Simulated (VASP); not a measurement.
# ZrPdSe4 (P6/mmm) in VASP: notebook

ZrPdSe4 is run at these levels: PBE; tasks: single point, relaxation of cell and atoms.

All numbers are computed with VASP 6.6.1; they aren't measurements. Logs are shortened: lines on timing, memory, paths and dates and some standing lists are left out, and cuts for length are marked.

### 1 The cell of the first run

The structure is hexagonal, space group P6/mmm (No. 191). The conventional cell has a = 4.927 Å, b = 4.927 Å, c = 5.671 Å, α = 90.00°, β = 90.00°, γ = 120.00°. Zr (site symmetry 6/mmm) has 2 Pd at 2.84 Å and 12 Se at 3.13 Å within 3.7 Å. Within 3.7 Å of Pd (site symmetry 6/mmm) lie 2 Zr at 2.84 Å and 12 Se at 3.23 Å. Within 3.5 Å of Se (site symmetry 3m) lie 5 Se at 2.63 to 3.04 Å and 3 Zr at 3.13 Å and 3 Pd at 3.23 Å.

The cell was built from a structure type or drawn by symmetry, and may not be a known phase.

### 2 Single point, PBE

INCAR reads:

```
PREC = Accurate
ENCUT = 520
EDIFF = 1E-6
ISMEAR = 0
SIGMA = 0.1
LREAL = F
LASPH = T
NELM = 100
ALGO = Normal
ISIF = 2
LWAVE = F
LCHARG = F
GGA = PE
NBANDS = 32
```

KPOINTS reads:

```
Automatic mesh
0
Gamma
  6 6 2
```

POSCAR reads:

```
ZrPdSe4
1.0
    4.9272963949      0.0000000000      0.0000000000
   -2.4636481975      4.2671638500      0.0000000000
    0.0000000000      0.0000000000      5.6713660610
Zr Pd Se
1 1 4
Direct
    0.0000000000      0.0000000000      0.5000000000
    0.0000000000      0.0000000000      0.0000000000
    0.6666666667      0.3333333333      0.2683762927
    0.3333333333      0.6666666667      0.7316237073
    0.3333333333      0.6666666667      0.2683762927
    0.6666666667      0.3333333333      0.7316237073
```

Potentials or basis: VASP PAW PBE potentials, release 64 (Zr_sv, Pd, Se).

Started as:

```console
$ cat potpaw_PBE.64/Zr_sv/POTCAR potpaw_PBE.64/Pd/POTCAR potpaw_PBE.64/Se/POTCAR > POTCAR
$ mpirun -np 1 vasp_std > vasp.out
```

OUTCAR:

```text
PREC = Accurate
   ENCUT = 520
   EDIFF = 1E-6
   ISMEAR = 0
   LREAL = F
   LASPH = T
   NELM = 100
   ISIF = 2
   GGA = PE

 ion  position               nearest neighbor table
   1  0.000  0.000  0.500-   2 2.84   2 2.84   4 3.13   5 3.13   6 3.13   3 3.13   3 3.13   6 3.13
                             4 3.13   5 3.13   3 3.13   6 3.13   4 3.13   5 3.13
   2  0.000  0.000  0.000-   1 2.84   1 2.84
   3  0.667  0.333  0.268-   6 2.63   1 3.13   1 3.13   1 3.13
   4  0.333  0.667  0.732-   5 2.63   1 3.13   1 3.13   1 3.13
   5  0.333  0.667  0.268-   4 2.63   1 3.13   1 3.13   1 3.13
   6  0.667  0.333  0.732-   3 2.63   1 3.13   1 3.13   1 3.13

  LATTYP: Found a hexagonal cell.
 ALAT       =     4.9272963949
 C/A-ratio  =     1.1510097235

  Lattice vectors:

 A1 = (   4.9272963949,   0.0000000000,   0.0000000000)
 A2 = (  -2.4636481975,   4.2671638500,   0.0000000000)
 A3 = (   0.0000000000,   0.0000000000,   5.6713660610)

Analysis of symmetry for initial positions (statically):
=====================================================================
 Subroutine PRICEL returns:
 Original cell was already a primitive cell.

 Routine SETGRP: Setting up the symmetry group for a
 hexagonal supercell.

 Subroutine GETGRP returns: Found 24 space group operations
 (whereof 24 operations were pure point group operations)
 out of a pool of 24 trial point group operations.

The static configuration has the point symmetry D_6h.

Analysis of symmetry for dynamics (positions and initial velocities):
=====================================================================
 Subroutine PRICEL returns:
 Original cell was already a primitive cell.

 Routine SETGRP: Setting up the symmetry group for a
 hexagonal supercell.

 Subroutine GETGRP returns: Found 24 space group operations
 (whereof 24 operations were pure point group operations)
 out of a pool of 24 trial point group operations.

The dynamic configuration has the point symmetry D_6h.

 Subroutine INISYM returns: Found 24 space group operations
 (whereof 24 operations are pure point group operations),
 and found     1 'primitive' translations

----------------------------------------------------------------------------------------

                                     Primitive cell

  volume of cell :     119.2438

  direct lattice vectors                    reciprocal lattice vectors
     4.927296395  0.000000000  0.000000000     0.202951055  0.117173846  0.000000000
    -2.463648197  4.267163850  0.000000000     0.000000000  0.234347692  0.000000000
     0.000000000  0.000000000  5.671366061     0.000000000  0.000000000  0.176324362

  length of vectors
     4.927296395  4.927296395  5.671366061     0.234347692  0.234347692  0.176324362

  position of ions in fractional coordinates (direct lattice)
     0.000000000  0.000000000  0.500000000
     0.000000000  0.000000000  0.000000000
     0.666666667  0.333333333  0.268376293
     0.333333333  0.666666667  0.731623707
     0.333333333  0.666666667  0.268376293
     0.666666667  0.333333333  0.731623707

  ion indices of the primitive-cell ions
   primitive index   ion index
                 1           1
                 2           2
                 3           3
                 4           4
                 5           5
                 6           6

----------------------------------------------------------------------------------------

 KPOINTS: Automatic mesh

Automatic generation of k-mesh.
 Grid dimensions read from file:
 generate k-points for:    6    6    2

 Generating k-lattice:

  Cartesian coordinates                     Fractional coordinates (reciprocal lattice)
     0.033825176  0.019528974  0.000000000     0.166666667  0.000000000  0.000000000
     0.000000000  0.039057949  0.000000000     0.000000000  0.166666667  0.000000000
     0.000000000  0.000000000  0.088162181     0.000000000  0.000000000  0.500000000

  Length of vectors
     0.039057949  0.039057949  0.088162181

  Shift w.r.t. Gamma in fractional coordinates (k-lattice)
     0.000000000  0.000000000  0.000000000

 Subroutine IBZKPT returns following result:
 ===========================================

 Found     14 irreducible k-points:

 Following reciprocal coordinates:
            Coordinates               Weight
  0.000000  0.000000  0.000000      1.000000
  0.166667 -0.000000  0.000000      6.000000
  0.333333 -0.000000  0.000000      6.000000
  0.500000  0.000000  0.000000      3.000000
  0.166667  0.166667  0.000000      6.000000
  0.333333  0.166667  0.000000     12.000000
  0.333333  0.333333  0.000000      2.000000
  0.000000  0.000000  0.500000      1.000000
  0.166667 -0.000000  0.500000      6.000000
  0.333333 -0.000000  0.500000      6.000000
  0.500000  0.000000  0.500000      3.000000
  0.166667  0.166667  0.500000      6.000000
  0.333333  0.166667  0.500000     12.000000
  0.333333  0.333333  0.500000      2.000000
   k-points           NKPTS =     14   k-points in BZ     NKDIM =     14   number of bands    NBANDS=     32
   number of dos      NEDOS =    301   number of ions     NIONS =      6
   total plane-waves  NPLWV =  67200
   dimension x,y,z NGX =    40 NGY =   40 NGZ =   42
   dimension x,y,z NGXF=    80 NGYF=   80 NGZF=   84
   ions per type =               1   1   4
   NGX,Y,Z   is equivalent  to a cutoff of  13.50, 13.50, 12.31 a.u.
   NGXF,Y,Z  is equivalent  to a cutoff of  26.99, 26.99, 24.62 a.u.
 SYSTEM =  unknown system
   PREC   = accura    normal or accurate (medium, high low for compatibility)
   ISTART =      0    job   : 0-new  1-cont  2-samecut
   ICHARG =      2    charge: 1-file 2-atom 10-const
   ISPIN  =      1    spin polarized calculation?
   LNONCOLLINEAR =      F non collinear calculations
   LSORBIT =      F    spin-orbit coupling
   LASPH  =      T    aspherical Exc in radial PAW
   ENCUT  =  520.0 eV  38.22 Ry    6.18 a.u.   9.16  9.16 10.54*2*pi/ulx,y,z
   NELM   =    100;   NELMIN=  2; NELMDL= -5     # of ELM steps
   EDIFF  = 0.1E-05   stopping-criterion for ELM
   LREAL  =      F    real-space projection
   EDIFFG = 0.1E-04   stopping-criterion for IOM
   NSW    =      0    number of steps for IOM
   IBRION =     -1    ionic relax: 0-MD 1-quasi-New 2-CG
   NFREE  =      0    steps in history (QN), initial steepest desc. (CG)
   ISIF   =      2    stress and relaxation
   ISYM   =      2    0-nonsym 1-usesym 2-fastsym
   POTIM  = 0.5000    time-step for ionic-motion
   TEBEG  =    0.0;   TEEND  =   0.0 temperature during run
   PSTRESS=    0.0 pullay stress
   NELECT =      46.0000    total number of electrons
   NUPDOWN=      -1.0000    fix difference up-down
   EMIN   =  10.00;   EMAX   =-10.00  energy-range for DOS
   EFERMI =   0.00;   METHOD = LEGACY
   ISMEAR =     0;   SIGMA  =   0.10  broadening in eV -4-tet -1-fermi 0-gaus
   EFERMI_NEDOS =   21; number of points for ismear=-14 and -15
   IALGO  =     38    algorithm
   IMIX   =      4    mixing-type and parameters
     AMIX     =   0.40;   BMIX     =  1.00
     AMIX_MAG =   1.60;   BMIX_MAG =  1.00
  volume/ion in A,a.u.               =      19.87       134.12
  Fermi-wavevector in a.u.,A,eV,Ry     =   1.191742  2.252066 19.323658  1.420249
  Thomas-Fermi vector in A             =   2.327796
   LORBIT       =      0    0 simple, 1 ext, 2 COOP (PROOUT), +10 PAW based schemes
   GGA     = PE    functional components
   LHFCALC =     F    Hartree Fock is set to
   AEXX    =    0.0000 exact exchange contribution
   IVDW    =     0    specifies the selected vdW correction
   LEPSILON=     F    determine dielectric tensor
   LRPA    =     F    only Hartree local field effects (RPA)
 non-spin polarized calculation
 Gauss-broadening in eV      SIGMA  =   0.10
  energy-cutoff  :      520.00
  volume of cell :      119.24
 maximum number of plane-waves:      3237
 NGX is ok and might be reduce to    40
   NGX = 19   NGY = 19   NGZ = 21

 number of electron      45.9999999 magnetization

 Free energy of the ion-electron system (eV)
  ---------------------------------------------------
  ext. energy  EPLUGINS =         0.00000000
  ---------------------------------------------------
  free energy    TOTEN  =       -27.99634522 eV

  energy without entropy =      -27.98092853  energy(sigma->0) =      -27.98863688

 E-fermi :   7.0231     XC(G=0): -10.9593

 val. band max:        7.0018477581   @ k =   0.5000   0.0000   0.0000
 cond. band min:       7.0777802539   @ k =   0.0000   0.0000   0.0000
 fundamental gap:      0.0759324958
 Fermi energy:         7.0231297661

 k-point     1 :       0.0000    0.0000    0.0000
  band No.  band energies     occupation
      1     -43.0111      2.00000
      2     -21.0265      2.00000
      3     -20.9628      2.00000
      4     -20.9628      2.00000
      5      -8.8345      2.00000
      6      -6.4113      2.00000
[... 24 lines left out ...]
     31      10.9321      0.00000
     32      11.5822      0.00000

 k-point     2 :       0.1667   -0.0000    0.0000
  band No.  band energies     occupation
      1     -43.0110      2.00000
      2     -21.0258      2.00000
      3     -20.9666      2.00000
      4     -20.9636      2.00000
      5      -8.6770      2.00000
      6      -6.2964      2.00000
[... 24 lines left out ...]
     31      10.7757      0.00000
     32      12.0074      0.00000
[... 383 lines left out ...]
     31       9.7951      0.00000
     32      10.7114      0.00000

 k-point    14 :       0.3333    0.3333    0.5000
  band No.  band energies     occupation
      1     -43.0103      2.00000
      2     -21.0348      2.00000
      3     -20.9731      2.00000
      4     -20.9731      2.00000
      5      -7.0364      2.00000
      6      -7.0364      2.00000
[... 24 lines left out ...]
     31       9.3330      0.00000
     32       9.7594      0.00000

------------------------ aborting loop because EDIFF is reached ----------------------------------------

  FORCE on cell =-STRESS in cart. coord.  units (eV):
  Direction    XX          YY          ZZ          XY          YZ          ZX
  --------------------------------------------------------------------------------------
  -------------------------------------------------------------------------------------
  Total        0.0662171      0.0662171      0.1512307     -0.0000000     -0.0000000     -0.0000000
  in kB        0.8897024      0.8897024      2.0319591     -0.0000000     -0.0000000     -0.0000000
  external PRESSURE =       1.2704546 kB  Pullay stress =       0.0000000 kB

 VOLUME and BASIS-vectors are now :
 -----------------------------------------------------------------------------
  energy-cutoff  :      520.00
  volume of cell :      119.24
      direct lattice vectors                 reciprocal lattice vectors
     4.927296395  0.000000000  0.000000000     0.202951055  0.117173846  0.000000000
    -2.463648197  4.267163850  0.000000000     0.000000000  0.234347692  0.000000000
     0.000000000  0.000000000  5.671366061     0.000000000  0.000000000  0.176324362

 POSITION                                       TOTAL-FORCE (eV/Angst)
 -----------------------------------------------------------------------------------
      0.00000      0.00000      2.83568         0.000000      0.000000      0.000000
      0.00000      0.00000      0.00000         0.000000      0.000000      0.000000
      2.46365      1.42239      1.52206         0.000000      0.000000     -0.017618
     -0.00000      2.84478      4.14931        -0.000000     -0.000000      0.017618
     -0.00000      2.84478      1.52206        -0.000000     -0.000000     -0.017618
      2.46365      1.42239      4.14931         0.000000      0.000000      0.017618
 -----------------------------------------------------------------------------------
    total drift:                                0.000000     -0.000000     -0.000000

  FREE ENERGIE OF THE ION-ELECTRON SYSTEM (eV)
  ---------------------------------------------------
  free  energy   TOTEN  =       -27.9963452224 eV

  energy  without entropy=      -27.9809285320  energy(sigma->0) =      -27.98863688
```

It took 40 s on 1 thread of Intel Xeon 6975P-C (Granite Rapids), shared host; peak memory 0.26 GiB.

Results:

| Property | Result |
| --- | --- |
| Free energy | -27.9963 eV |
| Pressure | 0.1 GPa |
| Largest force | 0.018 eV/Å |
| Band gap on the k mesh | zero (bands 23 and 24 overlap by 1.36 eV) |

Forces in eV/Å, atoms in the order of the input:
```
Zr   0.000  0.000  0.000
Pd   0.000  0.000  0.000
Se   0.000  0.000 -0.018
Se   0.000  0.000  0.018
Se   0.000  0.000 -0.018
Se   0.000  0.000  0.018
```

Caveat: the k points lie up to 0.55 Å⁻¹ apart, too coarse for converged energies and pressures of a metal.

### 3 Single point, PBE

This run uses another cell than the first one, of 20.28 Å³/atom.

INCAR reads:

```
  ALGO = Normal
  EDIFF = 1E-6
  ENCUT = 520
  GGA = PE
  ISIF = 2
  ISMEAR = 0
  LASPH = T
  LCHARG = F
  LREAL = F
  LWAVE = F
  NBANDS = 32
  NELM = 80
  PREC = Accurate
  SIGMA = 0.1
```

KPOINTS reads:

```
k-points
0
Gamma
  6 6 2
```

POSCAR reads:

```
ZrPdSe4
1.0
    3.9846441600      0.0000000000      0.0000000000
   -1.9923220800      3.4508030700      0.0000000000
    0.0000000000      0.0000000000      8.8476038100
Zr Pd Se
1 1 4
Direct
    0.0000000000      0.0000000000      0.5000000000
    0.0000000000      0.0000000000      0.0000000000
    0.6666666700      0.3333333300      0.2336920100
    0.3333333300      0.6666666700      0.7663079900
    0.3333333300      0.6666666700      0.2336920100
    0.6666666700      0.3333333300      0.7663079900
```

Potentials or basis: VASP PAW PBE potentials, release 64 (Zr_sv, Pd, Se).

Started as:

```console
$ cat potpaw_PBE.64/Zr_sv/POTCAR potpaw_PBE.64/Pd/POTCAR potpaw_PBE.64/Se/POTCAR > POTCAR
$ mpirun -np 1 vasp_std > vasp.out
```

Wall time 47 s (1 thread of Intel Xeon 6975P-C (Granite Rapids), shared host); peak memory 0.26 GiB.

Results (log left out):

- Free energy: -20.9486 eV
- Pressure: 18.2 GPa
- Largest force: 0.549 eV/Å
- Band gap on the k mesh: zero (bands 23 and 24 overlap by 1.44 eV)

Forces in eV/Å, atoms in the order of the input:
```
Zr   0.000  0.000  0.000
Pd   0.000  0.000  0.000
Se   0.000  0.000  0.549
Se   0.000  0.000 -0.549
Se   0.000  0.000  0.549
Se   0.000  0.000 -0.549
```

Stress tensor (GPa, compression positive):
```
31.73  0.00  0.00
 0.00 31.73  0.00
 0.00  0.00 -8.74
```

Levels at points of the mesh, in eV from the Fermi level:
| k point | band 21 | band 22 | band 23 | band 24 | band 25 | band 26 |
| --- | --- | --- | --- | --- | --- | --- |
| (0.00, 0.00, 0.00) | -1.31 | -1.31 | -0.77 | -0.77 | -0.04 | 0.02 |
| (0.50, 0.00, 0.00) | -1.22 | -0.22 | 0.64 | 1.40 | 1.48 | 1.51 |
| (0.00, 0.00, 0.50) | -1.82 | -1.46 | -0.04 | -0.04 | 0.08 | 0.08 |
| (0.50, 0.00, 0.50) | -0.98 | 0.15 | 0.43 | 0.89 | 1.39 | 1.53 |

Caveat: the cell stands under pressure.

### 4 Single point, PBE

This run uses another cell than the first one, of 20.14 Å³/atom.

INCAR reads:

```
SYSTEM = ZrPdSe4
PREC = Accurate ; ENCUT = 520
EDIFF = 1E-7 ; ISMEAR = 0
SIGMA = 0.1 ; LREAL = .False.
LASPH = .True. ; NELM = 80
ALGO = Normal ; ISIF = 2
LWAVE = .False. ; LCHARG = .False.
GGA = PE ; NBANDS = 32
```

KPOINTS reads:

```
Automatic mesh
0
Gamma
  6 6 4
  0 0 0
```

POSCAR reads:

```
ZrPdSe4
1.0
    4.9278109885      0.0000000000      0.0000000000
   -2.4639054943      4.2676095011      0.0000000000
    0.0000000000      0.0000000000      5.7459167424
Zr Pd Se
1 1 4
Direct
    0.0000000000      0.0000000000      0.5000000000
    0.0000000000      0.0000000000      0.0000000000
    0.6666666667      0.3333333333      0.2748661719
    0.3333333333      0.6666666667      0.7251338281
    0.3333333333      0.6666666667      0.2748661719
    0.6666666667      0.3333333333      0.7251338281
```

Started as:

```console
$ cat potpaw_PBE.64/Zr_sv/POTCAR potpaw_PBE.64/Pd/POTCAR potpaw_PBE.64/Se/POTCAR > POTCAR
$ mpirun -np 1 vasp_std > vasp.out
```

Run time: 54 s. Hardware: 1 thread of Intel Xeon 6975P-C (Granite Rapids), shared host; peak memory 0.31 GiB.

It converged, with:

| Item | Value |
| --- | --- |
| Free energy | -27.5630 eV |
| Pressure | 0.1 GPa |
| Largest force | 0.023 eV/Å |
| Band gap on the k mesh | zero (bands 23 and 24 overlap by 1.35 eV) |

Forces on the atoms (eV/Å):
```
Zr   0.000  0.000  0.000
Pd   0.000  0.000  0.000
Se   0.000  0.000 -0.023
Se   0.000  0.000  0.023
Se   0.000  0.000 -0.023
Se   0.000  0.000  0.023
```

Stress tensor (GPa, compression positive):
```
 0.15  0.00  0.00
 0.00  0.15  0.00
 0.00  0.00 -0.04
```

Levels at points of the mesh, in eV from the Fermi level:
```tsv
k point	band 20	band 21	band 22	band 23	band 24	band 25	band 26	band 27
(0.00, 0.00, 0.00)	-1.60	-1.60	-0.03	-0.03	0.68	1.41	1.83	1.83
(0.50, 0.00, 0.00)	-1.34	-0.87	-0.08	0.17	1.33	1.55	1.57	2.03
(0.00, 0.00, 0.50)	-1.89	-1.06	-1.06	-0.48	-0.48	0.30	0.55	2.12
(0.50, 0.00, 0.50)	-1.71	-1.48	-0.80	-0.51	-0.18	0.11	1.31	1.54
```

(Part 1 of 2 ends here.)
